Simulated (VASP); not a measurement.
# GaBi2Sb3S (R-3m) in VASP: a series of runs

The runs below take GaBi2Sb3S through single point, with PBE.

All numbers are computed with VASP 6.6.1; they aren't measurements. Logs are shortened: lines on timing, memory, paths and dates and some standing lists are left out, and cuts for length are marked.

## (1) The cell of the first run

The structure is trigonal, space group R-3m (No. 166). Conventional cell: a = 6.740 Å, b = 6.740 Å, c = 15.189 Å, α = 90.00°, β = 90.00°, γ = 120.00°. Within 3.6 Å of Ga (site symmetry -3m) lie 2 Bi at 2.72 Å and 6 Sb at 3.37 Å. Within 4.0 Å of Sb (site symmetry 2/m) lie 2 Bi at 3.05 Å and 2 S at 3.19 Å and 2 Ga at 3.37 Å and 4 Sb at 3.37 Å. Within 3.6 Å of Bi (site symmetry 3m) lie 1 Ga at 2.72 Å and 3 Sb at 3.05 Å. Within 4.2 Å of S (site symmetry -3m) lie 6 Sb at 3.19 Å and 6 Bi at 3.90 Å.

## (2) Single point, PBE

Input file INCAR:

```
ALGO = Normal
EDIFF = 1E-6
ENCUT = 500
GGA = PE
GGA_COMPAT = False
ISIF = 2
ISMEAR = 0
LASPH = True
LCHARG = True
LELF = True
LREAL = False
LVHAR = True
LWAVE = False
NBANDS = 41
NELM = 120
PREC = Accurate
SIGMA = 0.15
```

Input file KPOINTS:

```
k-points
0
Gamma
  2 2 2
```

Input file POSCAR:

```
GaBi2Sb3S
1.0
    3.3702388061      1.9458082803      5.0629409123
   -3.3702388061      1.9458082803      5.0629409123
    0.0000000000     -3.8916165656      5.0629409103
Ga Sb Bi S
1 3 2 1
Direct
    0.0000000000      0.0000000000      0.0000000000
    0.5000000000      0.5000000000      0.0000000000
    0.0000000000      0.5000000000      0.5000000000
    0.5000000000      0.0000000000      0.5000000000
    0.1789728058      0.1789728058      0.1789728058
    0.8210271942      0.8210271942      0.8210271942
    0.5000000000      0.5000000000      0.5000000000
```

Potentials or basis: VASP PAW PBE potentials, release 64 (Ga_d, Sb, Bi_d, S).

Launch:

```bash
$ cat potpaw_PBE.64/Ga_d/POTCAR potpaw_PBE.64/Sb/POTCAR potpaw_PBE.64/Bi_d/POTCAR potpaw_PBE.64/S/POTCAR > POTCAR
$ mpirun -np 1 vasp_std > vasp.out
```

OUTCAR:

```text
EDIFF = 1E-6
   ENCUT = 500
   GGA = PE
   ISIF = 2
   ISMEAR = 0
   LASPH = True
   LREAL = False
   NELM = 120
   PREC = Accurate

 ion  position               nearest neighbor table
   1  0.000  0.000  0.000-   5 2.72   6 2.72
   2  0.500  0.500  0.000-   5 3.05   6 3.05   7 3.19   7 3.19   4 3.37   3 3.37   4 3.37   3 3.37

   3  0.000  0.500  0.500-   5 3.05   6 3.05   7 3.19   7 3.19   4 3.37   4 3.37   2 3.37   2 3.37

   4  0.500  0.000  0.500-   5 3.05   6 3.05   7 3.19   7 3.19   3 3.37   3 3.37   2 3.37   2 3.37

   5  0.179  0.179  0.179-   1 2.72   3 3.05   4 3.05   2 3.05   6 3.91   6 3.91   6 3.91
   6  0.821  0.821  0.821-   1 2.72   3 3.05   4 3.05   2 3.05   5 3.91   5 3.91   5 3.91
   7  0.500  0.500  0.500-   2 3.19   2 3.19   4 3.19   3 3.19   4 3.19   3 3.19

  LATTYP: Found a trigonal (rhomboedric) cell.
 ALAT       =     6.3857693472
 COS(alpha) =     0.4429106067

  Lattice vectors:

 A1 = (   3.3702388061,   1.9458082803,   5.0629409123)
 A2 = (  -3.3702388061,   1.9458082803,   5.0629409123)
 A3 = (   0.0000000000,  -3.8916165656,   5.0629409103)

Analysis of symmetry for initial positions (statically):
=====================================================================
 Subroutine PRICEL returns:
 Original cell was already a primitive cell.

 Routine SETGRP: Setting up the symmetry group for a
 trigonal (rhombohedral) supercell.

 Subroutine GETGRP returns: Found 12 space group operations
 (whereof 12 operations were pure point group operations)
 out of a pool of 12 trial point group operations.

The static configuration has the point symmetry D_3d.

Analysis of symmetry for dynamics (positions and initial velocities):
=====================================================================
 Subroutine PRICEL returns:
 Original cell was already a primitive cell.

 Routine SETGRP: Setting up the symmetry group for a
 trigonal (rhombohedral) supercell.

 Subroutine GETGRP returns: Found 12 space group operations
 (whereof 12 operations were pure point group operations)
 out of a pool of 12 trial point group operations.

The dynamic configuration has the point symmetry D_3d.

 Subroutine INISYM returns: Found 12 space group operations
 (whereof 12 operations are pure point group operations),
 and found     1 'primitive' translations

----------------------------------------------------------------------------------------

                                     Primitive cell

  volume of cell :     199.2117

  direct lattice vectors                    reciprocal lattice vectors
     3.370238806  1.945808280  5.062940912     0.148357440  0.085654208  0.065837887
    -3.370238806  1.945808280  5.062940912    -0.148357440  0.085654208  0.065837887
     0.000000000 -3.891616566  5.062940910     0.000000000 -0.171308415  0.065837887

  length of vectors
     6.385769347  6.385769347  6.385769347     0.183524387  0.183524387  0.183524387

  position of ions in fractional coordinates (direct lattice)
     0.000000000  0.000000000  0.000000000
     0.500000000  0.500000000  0.000000000
     1.000000000  0.500000000  0.500000000
     0.500000000  1.000000000  0.500000000
     0.178972806  0.178972806  0.178972806
     0.821027194  0.821027194  0.821027194
     0.500000000  0.500000000  0.500000000

  ion indices of the primitive-cell ions
   primitive index   ion index
                 1           1
                 2           2
                 3           3
                 4           4
                 5           5
                 6           6
                 7           7

----------------------------------------------------------------------------------------

 KPOINTS: k-points

Automatic generation of k-mesh.
 Grid dimensions read from file:
 generate k-points for:    2    2    2

 Generating k-lattice:

  Cartesian coordinates                     Fractional coordinates (reciprocal lattice)
     0.074178720  0.042827104  0.032918944     0.500000000 -0.000000000  0.000000000
    -0.074178720  0.042827104  0.032918944    -0.000000000  0.500000000  0.000000000
     0.000000000 -0.085654208  0.032918944     0.000000000  0.000000000  0.500000000

  Length of vectors
     0.091762193  0.091762193  0.091762193

  Shift w.r.t. Gamma in fractional coordinates (k-lattice)
     0.000000000  0.000000000  0.000000000

 Subroutine IBZKPT returns following result:
 ===========================================

 Found      4 irreducible k-points:

 Following reciprocal coordinates:
            Coordinates               Weight
  0.000000  0.000000  0.000000      1.000000
  0.500000  0.000000  0.000000      3.000000
  0.500000  0.500000  0.000000      3.000000
  0.500000  0.500000  0.500000      1.000000
   k-points           NKPTS =      4   k-points in BZ     NKDIM =      4   number of bands    NBANDS=     41
   number of dos      NEDOS =    301   number of ions     NIONS =      7
   total plane-waves  NPLWV = 110592
   dimension x,y,z NGX =    48 NGY =   48 NGZ =   48
   dimension x,y,z NGXF=    96 NGYF=   96 NGZF=   96
   ions per type =               1   3   2   1
   NGX,Y,Z   is equivalent  to a cutoff of  12.50, 12.50, 12.50 a.u.
   NGXF,Y,Z  is equivalent  to a cutoff of  24.99, 24.99, 24.99 a.u.
 SYSTEM =  unknown system
   PREC   = accura    normal or accurate (medium, high low for compatibility)
   ISTART =      0    job   : 0-new  1-cont  2-samecut
   ICHARG =      2    charge: 1-file 2-atom 10-const
   ISPIN  =      1    spin polarized calculation?
   LNONCOLLINEAR =      F non collinear calculations
   LSORBIT =      F    spin-orbit coupling
   LASPH  =      T    aspherical Exc in radial PAW
   ENCUT  =  500.0 eV  36.75 Ry    6.06 a.u.  11.64 11.64 11.64*2*pi/ulx,y,z
   NELM   =    120;   NELMIN=  2; NELMDL= -5     # of ELM steps
   EDIFF  = 0.1E-05   stopping-criterion for ELM
   LREAL  =      F    real-space projection
[... 7 lines left out ...]
   TEBEG  =    0.0;   TEEND  =   0.0 temperature during run
   PSTRESS=    0.0 pullay stress
   NELECT =      64.0000    total number of electrons
   NUPDOWN=      -1.0000    fix difference up-down
   EMIN   =  10.00;   EMAX   =-10.00  energy-range for DOS
   EFERMI =   0.00;   METHOD = LEGACY
   ISMEAR =     0;   SIGMA  =   0.15  broadening in eV -4-tet -1-fermi 0-gaus
   EFERMI_NEDOS =   21; number of points for ismear=-14 and -15
   IALGO  =     38    algorithm
   IMIX   =      4    mixing-type and parameters
     AMIX     =   0.40;   BMIX     =  1.00
     AMIX_MAG =   1.60;   BMIX_MAG =  1.00
  volume/ion in A,a.u.               =      28.46       192.05
  Fermi-wavevector in a.u.,A,eV,Ry     =   1.121235  2.118826 17.104800  1.257167
  Thomas-Fermi vector in A             =   2.257887
   LORBIT       =      0    0 simple, 1 ext, 2 COOP (PROOUT), +10 PAW based schemes
   GGA     = PE    functional components
   LHFCALC =     F    Hartree Fock is set to
   AEXX    =    0.0000 exact exchange contribution
   IVDW    =     0    specifies the selected vdW correction
   LEPSILON=     F    determine dielectric tensor
   LRPA    =     F    only Hartree local field effects (RPA)
 non-spin polarized calculation
 Gauss-broadening in eV      SIGMA  =   0.15
  energy-cutoff  :      500.00
  volume of cell :      199.21
 maximum number of plane-waves:      5080
 NGX is ok and might be reduce to    48
   NGX = 23   NGY = 23   NGZ = 23

 number of electron      64.0000015 magnetization

 Free energy of the ion-electron system (eV)
  ---------------------------------------------------
  ext. energy  EPLUGINS =         0.00000000
  ---------------------------------------------------
  free energy    TOTEN  =       -25.03106174 eV

  energy without entropy =      -24.96703478  energy(sigma->0) =      -24.99904826

 E-fermi :   6.2901     XC(G=0):  -9.7883

 val. band max:        6.2196778982   @ k =   0.0000   0.0000   0.0000
 cond. band min:       6.2998335756   @ k =   0.5000   0.5000   0.0000
 fundamental gap:      0.0801556774
 Fermi energy:         6.2901030514

 k-point     1 :       0.0000    0.0000    0.0000
  band No.  band energies     occupation
      1     -16.7415      2.00000
      2     -16.7196      2.00000
      3     -16.7167      2.00000
      4     -16.7167      2.00000
      5     -16.7156      2.00000
      6     -16.7156      2.00000
[... 33 lines left out ...]
     40      10.9736      0.00000
     41      11.0420      0.00000

 k-point     2 :       0.5000    0.0000    0.0000
  band No.  band energies     occupation
      1     -16.7388      2.00000
      2     -16.7294      2.00000
      3     -16.7199      2.00000
      4     -16.7161      2.00000
      5     -16.7138      2.00000
      6     -16.7114      2.00000
[... 33 lines left out ...]
     40       9.8650      0.00000
     41      10.7859      0.00000

 k-point     3 :       0.5000    0.5000    0.0000
  band No.  band energies     occupation
      1     -16.7352      2.00000
      2     -16.7319      2.00000
      3     -16.7194      2.00000
      4     -16.7164      2.00000
      5     -16.7133      2.00000
      6     -16.7130      2.00000
[... 33 lines left out ...]
     40      10.0382      0.00000
     41      10.7622      0.00000

 k-point     4 :       0.5000    0.5000    0.5000
  band No.  band energies     occupation
      1     -16.7348      2.00000
      2     -16.7262      2.00000
      3     -16.7168      2.00000
      4     -16.7168      2.00000
      5     -16.7155      2.00000
      6     -16.7155      2.00000
[... 33 lines left out ...]
     40       8.8770      0.00000
     41      11.1156      0.00000

------------------------ aborting loop because EDIFF is reached ----------------------------------------

  FORCE on cell =-STRESS in cart. coord.  units (eV):
  Direction    XX          YY          ZZ          XY          YZ          ZX
  --------------------------------------------------------------------------------------
  -------------------------------------------------------------------------------------
  Total       -0.4558929     -0.4558929      0.2264799      0.0000000     -0.0000000     -0.0000000
  in kB       -3.6665585     -3.6665585      1.8214845      0.0000000     -0.0000000     -0.0000000
  external PRESSURE =      -1.8372108 kB  Pullay stress =       0.0000000 kB

 VOLUME and BASIS-vectors are now :
 -----------------------------------------------------------------------------
  energy-cutoff  :      500.00
  volume of cell :      199.21
      direct lattice vectors                 reciprocal lattice vectors
     3.370238806  1.945808280  5.062940912     0.148357440  0.085654208  0.065837887
    -3.370238806  1.945808280  5.062940912    -0.148357440  0.085654208  0.065837887
     0.000000000 -3.891616566  5.062940910     0.000000000 -0.171308415  0.065837887

 POSITION                                       TOTAL-FORCE (eV/Angst)
 -----------------------------------------------------------------------------------
      0.00000      0.00000      0.00000         0.000000      0.000000      0.000000
      0.00000      1.94581      5.06294         0.000000      0.000000     -0.000000
     -1.68512     -0.97290      5.06294        -0.000000      0.000000      0.000000
      1.68512     -0.97290      5.06294         0.000000      0.000000     -0.000000
      0.00000     -0.00000      2.71839         0.000000     -0.000000      0.031047
      0.00000     -0.00000     12.47044         0.000000      0.000000     -0.031047
      0.00000     -0.00000      7.59441         0.000000      0.000000      0.000000
 -----------------------------------------------------------------------------------
    total drift:                                0.000000     -0.000000      0.000000

  FREE ENERGIE OF THE ION-ELECTRON SYSTEM (eV)
  ---------------------------------------------------
  free  energy   TOTEN  =       -25.0310617419 eV

  energy  without entropy=      -24.9670347830  energy(sigma->0) =      -24.99904826
```

Wall time 24 s (1 thread of AMD EPYC 9R45 (Zen 5), shared host); peak memory 0.3 GiB.

What came out:

| Item | Value |
| --- | --- |
| Free energy | -25.0311 eV |
| Pressure | -0.2 GPa |
| Largest force | 0.031 eV/Å |
| Band gap on the k mesh | zero (band 32 reaches 7.46 eV, above the bottom of band 33 at 6.30 eV) |

Forces in eV/Å, atoms in the order of the input:
```
Ga   0.000  0.000  0.000
Sb   0.000  0.000  0.000
Sb   0.000  0.000  0.000
Sb   0.000  0.000  0.000
Bi   0.000  0.000  0.031
Bi   0.000  0.000 -0.031
S    0.000  0.000  0.000
```

Caveat: the k points lie up to 0.58 Å⁻¹ apart; spin-orbit coupling is left out, which moves the levels of the heavy elements.

## (3) Single point, PBE

This run uses another cell than the first one, of 27.61 Å³/atom, 0.970 times its volume.

Input file INCAR:

```
  PREC = Accurate
  ENCUT = 500
  EDIFF = 1E-6
  ISMEAR = 0
  SIGMA = 0.15
  LREAL = F
  LASPH = T
  NELM = 120
  ALGO = Normal
  ISIF = 2
  LWAVE = F
  LCHARG = F
  GGA = PE
  NBANDS = 41
  GGA_COMPAT = F
```

Input file KPOINTS:

```
Automatic mesh
0
Gamma
  3 3 3
```

Input file POSCAR:

```
GaBi2Sb3S
1.0
    3.1469690076      1.8169034037      5.6328474808
   -3.1469690076      1.8169034037      5.6328474808
    0.0000000000     -3.6338068074      5.6328474808
Ga Sb Bi S
1 3 2 1
Direct
    0.5000000000      0.5000000000      0.5000000000
    0.5000000000      0.5000000000      0.0000000000
    0.0000000000      0.5000000000      0.5000000000
    0.5000000000      0.0000000000      0.5000000000
    0.8296057138      0.8296057138      0.8296057138
    0.1703942862      0.1703942862      0.1703942862
    0.0000000000      0.0000000000      0.0000000000
```

Potentials or basis: VASP PAW PBE potentials, release 64 (Ga_d, Sb, Bi_d, S).

Launch:

```bash
$ cat potpaw_PBE.64/Ga_d/POTCAR potpaw_PBE.64/Sb/POTCAR potpaw_PBE.64/Bi_d/POTCAR potpaw_PBE.64/S/POTCAR > POTCAR
$ mpirun -np 1 vasp_std > vasp.out
```

Run time: 38 s. Hardware: 1 thread of AMD EPYC 9R45 (Zen 5), shared host; peak memory 0.33 GiB.

It converged, with:

- Free energy: -25.9728 eV
- Pressure: 0.0 GPa
- Largest force: 0.014 eV/Å
- Band gap on the k mesh: zero (band 32 reaches 7.63 eV, above the bottom of band 33 at 6.55 eV)

Forces on the atoms (eV/Å):
```
Ga   0.000  0.000  0.000
Sb   0.000  0.000  0.000
Sb   0.000  0.000  0.000
Sb   0.000  0.000  0.000
Bi   0.000  0.000 -0.014
Bi   0.000  0.000  0.014
S    0.000  0.000  0.000
```

Stress tensor (GPa, compression positive):
```
 0.17  0.00  0.00
 0.00  0.17  0.00
 0.00  0.00 -0.44
```

Levels at points of the mesh, in eV from the Fermi level:
```
           k point  band 30  band 31  band 32  band 33  band 34  band 35
(0.00, 0.00, 0.00)    -2.24    -1.14     0.57     0.66     0.66     2.72
```

Caveat: the k points lie up to 0.40 Å⁻¹ apart; spin-orbit coupling is left out, which moves the levels of the heavy elements.
